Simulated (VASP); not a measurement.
## MoP: relaxation of the atoms with r2SCAN

MoP:

```
CELL_PARAMETERS angstrom
3.25773 0.00000 0.00000
-1.62886 2.82127 0.00000
0.00000 0.00000 3.20168
ATOMIC_POSITIONS crystal
Mo 0.00000 0.00000 0.00000
P 0.33333 0.66667 0.50000
```

| Item | Value |
| --- | --- |
| Program | VASP 6.6.1 |
| Task | relaxation of the atoms |
| Functional | r2SCAN |
| Potentials or basis | VASP PAW PBE potentials, release 64 (Mo_sv, P) |
| Cutoff | 500 eV |
| k mesh | 12 × 12 × 11 |
| Occupations | fermi-dirac, width 0.1 eV |
| Spin | no spin polarisation |
| Dipole correction | no |
| Further INCAR settings | ALGO = Normal; EDIFF = 1e-07; IBRION = 2; EDIFFG = -0.01; NSW = 50 |

The pressure after relaxing is -4.1 GPa and the band gap on the k mesh is zero (an odd number of electrons rules out a gap without spin polarisation).

Stress tensor (GPa, compression positive):
```
-3.75  0.00  0.00
 0.00 -3.75  0.00
 0.00  0.00 -4.93
```

Final structure:
```cif
data_structure
_symmetry_space_group_name_H-M 'P 1'
_symmetry_Int_Tables_number 1
_cell_length_a 3.2577
_cell_length_b 3.2577
_cell_length_c 3.2017
_cell_angle_alpha 90.000
_cell_angle_beta 90.000
_cell_angle_gamma 120.000
_cell_volume 29.43
loop_
_atom_site_label
_atom_site_type_symbol
_atom_site_fract_x
_atom_site_fract_y
_atom_site_fract_z
_atom_site_occupancy
Mo1 Mo 0.00000 0.00000 0.00000 1
P1 P 0.33333 0.66667 0.50000 1
```

Levels at points of the mesh, in eV from the Fermi level:
```tsv
k point	band 7	band 8	band 9	band 10	band 11	band 12	band 13
(0.00, 0.00, 0.00)	-3.45	-3.45	-0.75	0.25	0.25	4.22	4.22
(0.50, 0.00, 0.00)	-4.05	-3.68	-1.46	-0.44	1.76	2.42	4.81
```

Run time: 36 s on 1 thread of Intel(R) Xeon(R) 6975P-C (Granite Rapids), on a shared host, peak memory 0.17 GiB.

Caveat: the relaxation stopped at its first step, so nothing moved; the PAW data sets were made with another functional, which shifts forces and pressure a little.
